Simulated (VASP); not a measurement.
A run of VASP 6.6.1:

The input POSCAR:

```
MgO
1.0
    0.0000000000      2.0542561431      2.0542561431
    2.0542561431      0.0000000000      2.0542561431
    2.0542561431      2.0542561431      0.0000000000
Mg O
1 1
Direct
    0.0000000000      0.0000000000      0.0000000000
    0.5000000000      0.5000000000      0.5000000000
```

INCAR.step1

```
SYSTEM = MgO
PREC = Accurate
ENCUT = 750
ISMEAR = 0
SIGMA = 0.02
LREAL = .False.
LASPH = .True.
NELM = 120
NBANDS = 15
GGA = PE
ALGO = Normal
EDIFF = 1E-5
LWAVE = .True.
LCHARG = .False.
GGA_COMPAT = .False.
```

Contents of INCAR.step2:

```
SYSTEM = MgO
PREC = Accurate
ENCUT = 750
EDIFF = 1E-6
ISMEAR = 0
SIGMA = 0.02
LREAL = .False.
LASPH = .True.
NELM = 120
ALGO = Normal
ISIF = 2
LWAVE = .False.
LCHARG = .False.
METAGGA = R2SCAN
LMIXTAU = .True.
NBANDS = 15
ISTART = 1
GGA_COMPAT = .False.
```

File KPOINTS:

```
Automatic mesh
0
Gamma
  10 10 10
  0 0 0
```

Potentials or basis: VASP PAW PBE potentials, release 64 (Mg_sv, O).

The run is started by

```console
$ cat potpaw_PBE.64/Mg_sv/POTCAR potpaw_PBE.64/O/POTCAR > POTCAR
$ cp INCAR.step1 INCAR
$ mpirun -np 1 vasp_std > vasp.out
$ cp INCAR.step2 INCAR
$ mpirun -np 1 vasp_std > vasp.out
```

Hardware: 1 thread of AMD EPYC 9R45 (Zen 5) (shared host).

Question: How long does it take, and how much memory?

Answer: It took 60 s on 1 thread of AMD EPYC 9R45 (Zen 5), on a shared host, peak memory 0.14 GiB. Counts: k points 47.
